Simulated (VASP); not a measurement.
# AlN: single point with PBE

AlN:

```
Al N
1.0
     0.00000    2.27265    2.27265
     2.27265    0.00000    2.27265
     2.27265    2.27265    0.00000
Al N
1 1
Direct
  0.00000 0.00000 0.00000
  0.75000 0.75000 0.75000
```

This cell differs from its parent crystal: volume scaled by 1.10.

```json
{
  "Program": "VASP 6.6.1",
  "Task": "single point",
  "Functional": "PBE",
  "Potentials or basis": "VASP PAW PBE potentials, release 64 (Al, N)",
  "Cutoff": "520 eV",
  "k mesh": "10 × 10 × 10",
  "Occupations": "gaussian, width 0.02 eV",
  "Spin": "no spin polarisation"
}
```

The pressure is -15.5 GPa and the band gap on the k mesh is 3.18 eV, direct.

Levels at points of the mesh, in eV from the valence-band top:
| k point | band 1 | band 2 | band 3 | band 4 | band 5 | band 6 | band 7 | band 8 | band 9 |
| --- | --- | --- | --- | --- | --- | --- | --- | --- | --- |
| (0.00, 0.00, 0.00) | -14.32 | 0.00 | 0.00 | 0.00 | 3.18 | 11.42 | 11.42 | 11.42 | 16.75 |
| (0.50, 0.00, 0.00) | -12.61 | -5.37 | -0.46 | -0.46 | 6.32 | 9.07 | 10.41 | 10.41 | 16.50 |
| (0.50, 0.50, 0.00) | -12.08 | -4.56 | -1.65 | -1.65 | 3.25 | 7.88 | 12.46 | 14.29 | 14.29 |

It took 4.4 s on 1 thread of Intel(R) Xeon(R) 6975P-C (Granite Rapids), with other jobs on the host, peak memory 0.13 GiB.

 A k mesh can miss the band edges.
